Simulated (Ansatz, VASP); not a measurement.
This is a calculation of CdSe for VASP 6.6.1.

The input INCAR:

```
PREC     = Accurate       # precision mode
ENCUT    = 520            # plane-wave cutoff, eV
EDIFF    = 1E-7           # SCF threshold, eV
ISMEAR   = 1              # smearing method
SIGMA    = 0.1            # smearing width, eV
LREAL    = False          # projectors in reciprocal space
LASPH    = True           # aspherical terms in the spheres
NELM     = 60             # most SCF steps
ALGO     = Normal         # electronic algorithm
ISIF     = 2              # what is computed and relaxed
LWAVE    = False          # write WAVECAR
LCHARG   = False          # write CHGCAR
GGA      = PE             # functional
NBANDS   = 16             # bands
```

File KPOINTS:

```
Automatic mesh
0
Gamma
  8 8 8
```

The input POSCAR:

```
CdSe
1.0
    0.0000000000      2.9486394311      2.9486394311
    2.9486394311      0.0000000000      2.9486394311
    2.9486394311      2.9486394311      0.0000000000
Cd Se
1 1
Direct
    0.0000000000      0.0000000000      0.0000000000
    0.5000000000      0.5000000000      0.5000000000
```

Potentials or basis: VASP PAW PBE potentials, release 64 (Cd, Se).

Command:

```bash
$ cat potpaw_PBE.64/Cd/POTCAR potpaw_PBE.64/Se/POTCAR > POTCAR
$ mpirun -np 1 vasp_std > vasp.out
```

Problem. Translate it to Ansatz 0.2.0. Potentials there: Ansatz PAW polarizable.

Solution. As run (the cutoff follows the program's own potentials):

Contents of input.yaml:

```yaml
crystal:
  lattice:
    - [0.0, 2.9486394311, 2.9486394311]
    - [2.9486394311, 0.0, 2.9486394311]
    - [2.9486394311, 2.9486394311, 0.0]
  atoms:
    - { symbol: Cd, position: [0.0, 0.0, 0.0] }
    - { symbol: Se, position: [0.5, 0.5, 0.5] }
hamiltonian:
  xc: pbe
  pseudopotentials: { kind: paw, partial_waves: polarizable }
kpoints:
  mp_grid: { grid: [8, 8, 8] }
scf:
  occupations: { method: methfessel_paxton, width: 0.1 }
output:
  forces: true
  stress: true
  eigenvalues: true
```

Potentials or basis: Ansatz PAW polarizable.

The run is started by

```bash
$ ansatz run input.yaml --threads 1 --pin off --max-ram 2560MiB --backend cpu --events-out ev --progress --plain --runs-dir out
```

Both were run:

|  | VASP | Ansatz | Ansatz less VASP |
| --- | --- | --- | --- |
| gap on the k mesh at the Fermi level (eV) | none | none | - |
| pressure (GPa) | -3.8 | -4.0 | -0.23 |

A gap of «none» marks a metal or a gap that the smearing closes. VASP's potentials hold 18 valence electrons a cell and Ansatz's 36, so a difference there can come from the potentials and not from the codes.
